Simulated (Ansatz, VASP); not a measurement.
**Li3IF2 in VASP and in Ansatz**

```
CELL_PARAMETERS angstrom
6.17955 0.00000 0.00000
-3.08977 5.35165 0.00000
0.00000 0.00000 5.49901
ATOMIC_POSITIONS crystal
Li 0.50000 0.00000 0.50000
Li 0.00000 0.50000 0.50000
Li 0.50000 0.50000 0.50000
I 0.00000 0.00000 0.50000
F 0.33333 0.66667 0.50000
F 0.66667 0.33333 0.50000
```

Alike in both runs: functional PBE; k mesh 6 × 6 × 6; occupations gaussian, width 0.02 eV; no spin polarisation.

Ansatz relaxed the structure, and its values are those at the end. VASP's run is a single point on that final structure, the one shown.

|  | VASP | Ansatz |
| --- | --- | --- |
| version | VASP 6.6.1 | Ansatz 0.2.0 |
| potentials or method | VASP PAW PBE potentials, release 64 (Li_sv, I, F), cutoff 520 eV | scalar-relativistic, plane waves, PAW |
| valence electrons in the cell | 30 | 40 |

Ansatz gave:

| Property | Result |
| --- | --- |
| gap on the k mesh at the Fermi level (eV) | 3.86 |
| least direct gap on the mesh (eV) | 3.86 |

Q: What did VASP give for the same quantities?

A: gap on the k mesh at the Fermi level (eV): 3.87; least direct gap on the mesh (eV): 3.87.

VASP's potentials hold 30 valence electrons a cell and Ansatz's 40, so a difference there can come from the potentials and not from the codes.

Spin-orbit coupling is off throughout. Noted on VASP's run: the cutoff is short for stress, so the pressure is rough.
